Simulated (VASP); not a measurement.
Input of a VASP 6.6.1 run:

Contents of INCAR:

```
PREC     = Accurate       # precision mode
ENCUT    = 520            # plane-wave cutoff, eV
EDIFF    = 1E-7           # SCF threshold, eV
ISMEAR   = 0              # smearing method
SIGMA    = 0.15           # smearing width, eV
LREAL    = F              # projectors in reciprocal space
LASPH    = T              # aspherical terms in the spheres
NELM     = 60             # most SCF steps
ALGO     = Fast           # electronic algorithm
ISIF     = 2              # what is computed and relaxed
LWAVE    = F              # write WAVECAR
LCHARG   = F              # write CHGCAR
GGA      = PE             # functional
NBANDS   = 22             # bands
```

Contents of KPOINTS:

```
Automatic mesh
0
Gamma
  18 18 10
```

File POSCAR:

```
Rh
1.0
    2.8611000000      0.0000000000      0.0000000000
   -1.4305500000      2.4777852828      0.0000000000
    0.0000000000      0.0000000000      4.6658000000
Rh
2
Direct
    0.6666666667      0.3333333333      0.7500000000
    0.3333333333      0.6666666667      0.2500000000
```

Potentials or basis: VASP PAW PBE potentials, release 64 (Rh_pv).

Run with:

```console
$ cat potpaw_PBE.64/Rh_pv/POTCAR > POTCAR
$ mpirun -np 1 vasp_std > vasp.out
```

Predict the band gap on the k mesh.

zero (bands 15 and 16 overlap by 1.76 eV).

Estimate the pressure.

-26.6 GPa.

Stress tensor (GPa, compression positive):
```
-25.84   0.00   0.00
  0.00 -25.84   0.00
  0.00   0.00 -28.03
```

Caveat: the cell stands under tension.
